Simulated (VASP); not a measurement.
Here is a VASP 6.6.1 calculation.

INCAR

```
PREC = Accurate
ENCUT = 520
EDIFF = 1E-6
ISMEAR = 0
SIGMA = 0.1
LREAL = F
LASPH = T
NELM = 150
ALGO = Normal
ISIF = 2
LWAVE = F
LCHARG = F
ISPIN = 2
MAGMOM = 1.79 1.79
LORBIT = 11
LMAXMIX = 4
GGA = PS
NBANDS = 20
```

Contents of KPOINTS:

```
regular mesh
0
Gamma
  21 21 10
```

Contents of POSCAR:

```
Co
1.0
    2.4804726853      0.0000000000      0.0000000000
   -1.2402363427      2.1481523589      0.0000000000
    0.0000000000      0.0000000000      3.9442299191
Co
2
Direct
    0.3333333333      0.6666666667      0.2500000000
    0.6666666667      0.3333333333      0.7500000000
```

Potentials or basis: VASP PAW PBE potentials, release 64 (Co).

Launch:

```console
$ cat potpaw_PBE.64/Co/POTCAR > POTCAR
$ mpirun -np 1 vasp_std > vasp.out
```

Question: Predict the net moment.

Answer: 3.12 μB per cell.

Question: What does it give for the site moments?

Answer: Co +1.57 μB.

Question: Estimate the pressure.

Answer: -4.2 GPa.

Stress tensor (GPa, compression positive):
```
-5.78  0.00  0.00
 0.00 -5.78  0.00
 0.00  0.00 -0.90
```

Caveat: the cell differs from its parent crystal (biaxial strain in the a-b plane: +1.0 %); the PAW data sets were made with another functional, which shifts forces and pressure a little.
